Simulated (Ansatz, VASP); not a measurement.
# Fe in VASP and in Ansatz

INCAR

```
PREC     = Accurate       # precision mode
ENCUT    = 600            # plane-wave cutoff, eV
EDIFF    = 1E-6           # SCF threshold, eV
ISMEAR   = -1             # smearing method
SIGMA    = 0.05           # smearing width, eV
LREAL    = False          # projectors in reciprocal space
LASPH    = True           # aspherical terms in the spheres
NELM     = 200            # most SCF steps
ALGO     = Normal         # electronic algorithm
ISIF     = 2              # what is computed and relaxed
LWAVE    = False          # write WAVECAR
LCHARG   = False          # write CHGCAR
ISPIN    = 2              # spin polarisation
MAGMOM   = 4.5            # initial moments
LORBIT   = 11             # projections on sites
NUPDOWN  = 4.5            # fixed moment
LMAXMIX  = 4              # l up to which the mixer works
GGA      = PS             # functional
NBANDS   = 18             # bands
GGA_COMPAT= False
```

Contents of KPOINTS:

```
regular mesh
0
Gamma
  11 11 11
```

File POSCAR:

```
Fe
1.0
   -1.4430000000      1.4430000000      1.4430000000
    1.4430000000     -1.4430000000      1.4430000000
    1.4430000000      1.4430000000     -1.4430000000
Fe
1
Direct
    0.0000000000      0.0000000000      0.0000000000
```

File input.yaml:

```yaml
crystal:
  lattice:
    - [-1.443, 1.443, 1.443]
    - [1.443, -1.443, 1.443]
    - [1.443, 1.443, -1.443]
  atoms:
    - { symbol: Fe, position: [0.0, 0.0, 0.0], spin: 4.5 }
hamiltonian:
  xc: pbesol
  pseudopotentials: { kind: paw }
magnetization:
  spin_polarized: true
  initial_magnetization: 4.5
  spin_locking: { lock_magnetization: hard }
kpoints:
  mp_grid: { grid: [11, 11, 11] }
scf:
  occupations: { method: fermi_dirac, width: 0.05 }
  lower_state_search: "off"
output:
  forces: true
  stress: true
  eigenvalues: true
```

Alike in both runs: task single point; functional PBEsol; k mesh 11 × 11 × 11; occupations fermi-dirac, width 0.05 eV; collinear spin; fixed moment 4.5 μB.

|  | VASP | Ansatz |
| --- | --- | --- |
| version | VASP 6.6.1 | Ansatz 0.2.0 |
| potentials or method | VASP PAW PBE potentials, release 64 (Fe_sv) | Ansatz PAW |
| plane-wave cutoff (eV) | 600 | 420 |
| valence electrons in the cell | 16 | 16 |

VASP gave:

| Property | Result |
| --- | --- |
| net moment per atom (μB) | 4.50 |
| size of the moment on the site where the two differ most (μB) | 3.73 |

Problem. What did Ansatz give for the same quantities?

Solution. net moment per atom (μB): 4.50; size of the moment on the site where the two differ most (μB): 4.01.

VASP's potentials were made for PBE, not for PBEsol. Site moments also hang on the region over which each program counts them.
